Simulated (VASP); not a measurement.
# BAs in VASP: a series of runs

BAs is run at these levels: r2SCAN, PBE; tasks: single point.

All numbers are computed with VASP 6.6.1; they aren't measurements. Logs are shortened: lines on timing, memory, paths and dates and some standing lists are left out, and cuts for length are marked.

## Step 1: The cell of the first run

Symmetry: I-4m2, No. 119, tetragonal system. The conventional cell has a = 3.281 Å, b = 3.281 Å, c = 4.850 Å, α = 90.00°, β = 90.00°, γ = 90.00°. Within 2.7 Å of B (site symmetry -4m2) lie 4 As at 2.04 Å. As (site symmetry -4m2) has 4 B at 2.04 Å within 2.7 Å.

## Step 2: Single point, r2SCAN (epitaxial xy strain -3.0%)

Contents of POSCAR:

```
BAs
1.0
    0.0000000000      2.3201115792      2.4249743297
    2.3201115792      0.0000000000      2.4249743297
    2.3201115792      2.3201115792      0.0000000000
B As
1 1
Direct
    0.0000000000      0.0000000000      0.0000000000
    0.2500000000      0.2500000000      0.2500000000
```

Contents of INCAR.step1:

```
ALGO = Normal
EDIFF = 1E-5
ENCUT = 550
GGA = PE
GGA_COMPAT = F
ISMEAR = 0
LASPH = T
LCHARG = F
LREAL = F
LWAVE = T
NBANDS = 11
NELM = 120
PREC = Accurate
SIGMA = 0.01
```

Contents of INCAR.step2:

```
ALGO = Normal
EDIFF = 1E-6
ENCUT = 550
GGA_COMPAT = F
ISIF = 2
ISMEAR = 0
ISTART = 1
LASPH = T
LCHARG = F
LMIXTAU = T
LREAL = F
LWAVE = F
METAGGA = R2SCAN
NBANDS = 11
NELM = 120
PREC = Accurate
SIGMA = 0.01
```

Contents of KPOINTS:

```
k-points
0
Gamma
  10 10 10
```

Potentials or basis: VASP PAW PBE potentials, release 64 (B, As).

On the command line:

```console
cat potpaw_PBE.64/B/POTCAR potpaw_PBE.64/As/POTCAR > POTCAR
cp INCAR.step1 INCAR
mpirun -np 1 vasp_std > vasp.out
cp INCAR.step2 INCAR
mpirun -np 1 vasp_std > vasp.out
```

OUTCAR:

```text
EDIFF = 1E-6
   ENCUT = 550
   ISIF = 2
   ISMEAR = 0
   ISTART = 1
   LASPH = T
   LREAL = F
   METAGGA = R2SCAN
   NELM = 120
   PREC = Accurate

 ion  position               nearest neighbor table
   1  0.000  0.000  0.000-   2 2.04   2 2.04   2 2.04   2 2.04
   2  0.250  0.250  0.250-   1 2.04   1 2.04   1 2.04   1 2.04

  LATTYP: Found a body centered tetragonal cell.
 ALAT       =     3.2811332615
 C/A-ratio  =     1.4781321796

  Lattice vectors:

 A1 = (  -2.3201115792,   0.0000000000,   2.4249743297)
 A2 = (   2.3201115792,   0.0000000000,   2.4249743297)
 A3 = (   0.0000000000,   2.3201115792,  -2.4249743297)

Analysis of symmetry for initial positions (statically):
=====================================================================
 Subroutine PRICEL returns:
 Original cell was already a primitive cell.

 Routine SETGRP: Setting up the symmetry group for a
 body centered tetragonal supercell.

 Subroutine GETGRP returns: Found  8 space group operations
 (whereof  8 operations were pure point group operations)
 out of a pool of 16 trial point group operations.

The static configuration has the point symmetry D_2d.

Analysis of symmetry for dynamics (positions and initial velocities):
=====================================================================
 Subroutine PRICEL returns:
 Original cell was already a primitive cell.

 Routine SETGRP: Setting up the symmetry group for a
 body centered tetragonal supercell.

 Subroutine GETGRP returns: Found  8 space group operations
 (whereof  8 operations were pure point group operations)
 out of a pool of 16 trial point group operations.

The dynamic configuration has the point symmetry D_2d.

 Subroutine INISYM returns: Found  8 space group operations
 (whereof  8 operations are pure point group operations),
 and found     1 'primitive' translations

----------------------------------------------------------------------------------------

                                     Primitive cell

  volume of cell :      26.1069

  direct lattice vectors                    reciprocal lattice vectors
     0.000000000  2.320111579  2.424974330    -0.215506877  0.215506877  0.206187750
     2.320111579  0.000000000  2.424974330     0.215506877 -0.215506877  0.206187750
     2.320111579  2.320111579  0.000000000     0.215506877  0.215506877 -0.206187750

  length of vectors
     3.356101643  3.356101643  3.281133262     0.367967140  0.367967140  0.367967140

  position of ions in fractional coordinates (direct lattice)
     0.000000000  0.000000000  0.000000000
     0.250000000  0.250000000  0.250000000

  ion indices of the primitive-cell ions
   primitive index   ion index
                 1           1
                 2           2

----------------------------------------------------------------------------------------

 KPOINTS: k-points

Automatic generation of k-mesh.
 Grid dimensions read from file:
 generate k-points for:   10   10   10

 Generating k-lattice:

  Cartesian coordinates                     Fractional coordinates (reciprocal lattice)
    -0.021550688  0.021550688  0.020618775     0.100000000  0.000000000  0.000000000
     0.021550688 -0.021550688  0.020618775     0.000000000  0.100000000  0.000000000
     0.021550688  0.021550688 -0.020618775     0.000000000  0.000000000  0.100000000

  Length of vectors
     0.036796714  0.036796714  0.036796714

  Shift w.r.t. Gamma in fractional coordinates (k-lattice)
     0.000000000  0.000000000  0.000000000

 Subroutine IBZKPT returns following result:
 ===========================================

 Found    102 irreducible k-points:

 Following reciprocal coordinates:
            Coordinates               Weight
  0.000000  0.000000  0.000000      1.000000
  0.100000 -0.000000  0.000000      8.000000
  0.200000 -0.000000  0.000000      8.000000
  0.300000 -0.000000  0.000000      8.000000
  0.400000 -0.000000  0.000000      8.000000
  0.500000 -0.000000  0.000000      4.000000
[... 16 lines left out ...]
  0.300000  0.300000  0.000000      2.000000
  0.400000  0.300000  0.000000      8.000000
 [... further k-points ...]
   k-points           NKPTS =    102   k-points in BZ     NKDIM =    102   number of bands    NBANDS=     11
   number of dos      NEDOS =    301   number of ions     NIONS =      2
   total plane-waves  NPLWV =  21952
   dimension x,y,z NGX =    28 NGY =   28 NGZ =   28
   dimension x,y,z NGXF=    56 NGYF=   56 NGZF=   56
   ions per type =               1   1
   NGX,Y,Z   is equivalent  to a cutoff of  13.87, 13.87, 14.19 a.u.
   NGXF,Y,Z  is equivalent  to a cutoff of  27.74, 27.74, 28.37 a.u.
 SYSTEM =  unknown system
   PREC   = accura    normal or accurate (medium, high low for compatibility)
   ISTART =      1    job   : 0-new  1-cont  2-samecut
   ICHARG =      0    charge: 1-file 2-atom 10-const
   ISPIN  =      1    spin polarized calculation?
   LNONCOLLINEAR =      F non collinear calculations
   LSORBIT =      F    spin-orbit coupling
   LASPH  =      T    aspherical Exc in radial PAW
   ENCUT  =  550.0 eV  40.42 Ry    6.36 a.u.   6.42  6.42  6.27*2*pi/ulx,y,z
   NELM   =    120;   NELMIN=  2; NELMDL=  0     # of ELM steps
   EDIFF  = 0.1E-05   stopping-criterion for ELM
   LREAL  =      F    real-space projection
   EDIFFG = 0.1E-04   stopping-criterion for IOM
   NSW    =      0    number of steps for IOM
   IBRION =     -1    ionic relax: 0-MD 1-quasi-New 2-CG
   NFREE  =      0    steps in history (QN), initial steepest desc. (CG)
   ISIF   =      2    stress and relaxation
   ISYM   =      2    0-nonsym 1-usesym 2-fastsym
   POTIM  = 0.5000    time-step for ionic-motion
   TEBEG  =    0.0;   TEEND  =   0.0 temperature during run
   PSTRESS=    0.0 pullay stress
   NELECT =       8.0000    total number of electrons
   NUPDOWN=      -1.0000    fix difference up-down
   EMIN   =  10.00;   EMAX   =-10.00  energy-range for DOS
   EFERMI =   0.00;   METHOD = LEGACY
   ISMEAR =     0;   SIGMA  =   0.01  broadening in eV -4-tet -1-fermi 0-gaus
   EFERMI_NEDOS =   21; number of points for ismear=-14 and -15
   IALGO  =     38    algorithm
   IMIX   =      4    mixing-type and parameters
     AMIX     =   0.40;   BMIX     =  1.00
     AMIX_MAG =   1.60;   BMIX_MAG =  1.00
  volume/ion in A,a.u.               =      13.05        88.09
  Fermi-wavevector in a.u.,A,eV,Ry     =   1.103705  2.085701 16.574152  1.218166
  Thomas-Fermi vector in A             =   2.240168
   LORBIT       =      0    0 simple, 1 ext, 2 COOP (PROOUT), +10 PAW based schemes
   METAGGA = R2SCAN    functional components
   LHFCALC =     F    Hartree Fock is set to
   AEXX    =    0.0000 exact exchange contribution
   IVDW    =     0    specifies the selected vdW correction
   LEPSILON=     F    determine dielectric tensor
   LRPA    =     F    only Hartree local field effects (RPA)
 non-spin polarized calculation
 Gauss-broadening in eV      SIGMA  =   0.01
  energy-cutoff  :      550.00
  volume of cell :       26.11
 maximum number of plane-waves:       782
 NGX is ok and might be reduce to    28
   NGX = 13   NGY = 13   NGZ = 13

 number of electron       8.0000000 magnetization

 Free energy of the ion-electron system (eV)
  ---------------------------------------------------
  ext. energy  EPLUGINS =         0.00000000
  ---------------------------------------------------
  free energy    TOTEN  =       -22.20044032 eV

  energy without entropy =      -22.20044032  energy(sigma->0) =      -22.20044032

 E-fermi :   6.7453     XC(G=0): -11.3307

 val. band max:        6.6785166804   @ k =   0.0000   0.0000   0.0000
 cond. band min:       7.6383202220   @ k =   0.4000   0.0000   0.4000
 fundamental gap:      0.9598035415
 Fermi energy:         6.7452688810

 k-point     1 :       0.0000    0.0000    0.0000
  band No.  band energies     occupation
      1     -10.0589      2.00000
      2       6.1862      2.00000
      3       6.6785      2.00000
      4       6.6785      2.00000
      5       9.9196      0.00000
      6       9.9196      0.00000
      7      10.2300      0.00000
      8      12.2199      0.00000
      9      17.1466      0.00000
     10      19.3978      0.00000
     11      20.7788      0.00000

 k-point     2 :       0.1000   -0.0000    0.0000
  band No.  band energies     occupation
      1      -9.8794      2.00000
      2       4.9847      2.00000
      3       6.0318      2.00000
      4       6.3529      2.00000
      5      10.1986      0.00000
      6      10.3772      0.00000
      7      10.6785      0.00000
      8      13.0192      0.00000
      9      17.8221      0.00000
     10      18.4867      0.00000
     11      19.5587      0.00000

 k-point     3 :       0.2000   -0.0000    0.0000
  band No.  band energies     occupation
      1      -9.3492      2.00000
      2       2.4542      2.00000
      3       5.3327      2.00000
      4       5.7513      2.00000
      5      10.1311      0.00000
      6      11.2279      0.00000
      7      11.3476      0.00000
      8      14.6533      0.00000
      9      17.9036      0.00000
     10      18.6115      0.00000
     11      18.9653      0.00000
[... 267 lines left out ...]
 k-point    23 :       0.3000    0.3000    0.0000
  band No.  band energies     occupation
      1      -8.0722      2.00000
      2       0.5938      2.00000
      3       3.2541      2.00000
      4       3.2541      2.00000
      5       8.4718      0.00000
      6      10.6718      0.00000
      7      15.7529      0.00000
      8      15.7529      0.00000
      9      18.3560      0.00000
     10      22.7532      0.00000
     11      22.9621      0.00000

 k-point    24 :       0.4000    0.3000    0.0000
  band No.  band energies     occupation
      1      -7.2961      2.00000
      2      -0.6913      2.00000
      3       2.2951      2.00000
      4       2.9507      2.00000
      5       8.8073      0.00000
      6      10.5356      0.00000
      7      16.1687      0.00000
      8      16.4862      0.00000
      9      19.5458      0.00000
     10      23.6134      0.00000
     11      23.6300      0.00000

 [... further k-points ...]

------------------------ aborting loop because EDIFF is reached ----------------------------------------

  FORCE on cell =-STRESS in cart. coord.  units (eV):
  Direction    XX          YY          ZZ          XY          YZ          ZX
  --------------------------------------------------------------------------------------
  -------------------------------------------------------------------------------------
  Total        1.8464119      1.8464119      0.0600775      0.0000000     -0.0000000     -0.0000000
  in kB      113.3141846    113.3141846      3.6869507      0.0000000     -0.0000000     -0.0000000
  external PRESSURE =      76.7717733 kB  Pullay stress =       0.0000000 kB

 VOLUME and BASIS-vectors are now :
 -----------------------------------------------------------------------------
  energy-cutoff  :      550.00
  volume of cell :       26.11
      direct lattice vectors                 reciprocal lattice vectors
     0.000000000  2.320111579  2.424974330    -0.215506877  0.215506877  0.206187750
     2.320111579  0.000000000  2.424974330     0.215506877 -0.215506877  0.206187750
     2.320111579  2.320111579  0.000000000     0.215506877  0.215506877 -0.206187750

 POSITION                                       TOTAL-FORCE (eV/Angst)
 -----------------------------------------------------------------------------------
      0.00000      0.00000      0.00000         0.000000      0.000000      0.000000
      1.16006      1.16006      1.21249        -0.000000     -0.000000      0.000000
 -----------------------------------------------------------------------------------
    total drift:                               -0.000000     -0.000000     -0.000000

  FREE ENERGIE OF THE ION-ELECTRON SYSTEM (eV)
  ---------------------------------------------------
  free  energy   TOTEN  =       -22.2004403158 eV

  energy  without entropy=      -22.2004403158  energy(sigma->0) =      -22.20044032
```

It took 86 s on 1 thread of AMD EPYC 9R45 (Zen 5), shared host; peak memory 0.16 GiB.

What came out:

```
Free energy            : -22.2004 eV
Pressure               : 7.7 GPa
Band gap on the k mesh : 0.96 eV, indirect (least direct gap 3.24 eV)
```

Caveat: the cell differs from its parent crystal (epitaxial xy strain -3.0%); the PAW data sets were made with another functional, which shifts forces and pressure a little. A k mesh can miss the band edges.

(Continued in part 2 of 2.)
